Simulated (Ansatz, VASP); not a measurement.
One calculation of AlRu, two programs

```
Al Ru
1.0
     2.90185    0.00000    0.00000
     0.00000    2.99160    0.00000
     0.00000    0.00000    2.99160
Al Ru
1 1
Direct
  0.00000 0.00000 0.00000
  0.50000 0.50000 0.50000
```

Change from the starting cell: strain -0.0300 x Voigt [1, 0, 0, 0, 0, 0], atoms carried along.

Alike in both runs: task single point; functional PBEsol; k mesh 16 × 16 × 16; occupations gaussian, width 0.15 eV; no spin polarisation.

|  | VASP | Ansatz |
| --- | --- | --- |
| version | VASP 6.6.1 | Ansatz 0.2.0 |
| potentials or method | VASP PAW PBE potentials, release 64 (Al, Ru_pv), cutoff 520 eV | scalar-relativistic, plane waves, PAW |
| valence electrons in the cell | 17 | 19 |

|  | VASP | Ansatz | Ansatz less VASP |
| --- | --- | --- | --- |
| gap on the k mesh at the Fermi level (eV) | none | none | - |
| pressure (GPa) | 3.6 | 3.6 | -0.01 |
| traceless stress, the component that is largest in VASP (GPa) | 3.88 | 3.86 | -0.020 |

VASP's potentials were made for PBE, not for PBEsol. A gap of «none» marks a metal or a gap that the smearing closes. The functional is the same, so the differences come from potentials, cutoffs and numerics. VASP's potentials hold 17 valence electrons a cell and Ansatz's 19, so a difference there can come from the potentials and not from the codes.
